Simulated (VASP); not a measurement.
A run of VASP 6.6.1 is set up as follows.

File INCAR:

```
PREC     = Accurate       # precision mode
ENCUT    = 520            # plane-wave cutoff, eV
EDIFF    = 1E-6           # SCF threshold, eV
ISMEAR   = -1             # smearing method
SIGMA    = 0.1            # smearing width, eV
LREAL    = F              # projectors in reciprocal space
LASPH    = T              # aspherical terms in the spheres
NELM     = 80             # most SCF steps
ALGO     = Normal         # electronic algorithm
ISIF     = 2              # what is computed and relaxed
LWAVE    = F              # write WAVECAR
LCHARG   = F              # write CHGCAR
GGA      = CA             # functional
NBANDS   = 15             # bands
```

Contents of KPOINTS:

```
Automatic mesh
0
Gamma
  12 12 12
```

The input POSCAR:

```
YSb
1.0
    0.0000000000      3.0853033667      3.0853033667
    3.0853033667      0.0000000000      3.0853033667
    3.0853033667      3.0853033667      0.0000000000
Y Sb
1 1
Direct
    0.0000000000      0.0000000000      0.0000000000
    0.2500000000      0.2500000000      0.2500000000
```

Potentials or basis: VASP PAW LDA potentials, release 64 (Y_sv, Sb).

The run is started by

```bash
$ cat potpaw_LDA.64/Y_sv/POTCAR potpaw_LDA.64/Sb/POTCAR > POTCAR
$ mpirun -np 1 vasp_std > vasp.out
```

(1) What does it give for the band gap on the k mesh?

(2) What does it give for the pressure?

Results:

(1) 0.75 eV, direct.

(2) 21.3 GPa.

Caveat: spin-orbit coupling is left out, which moves the levels of the heavy elements.
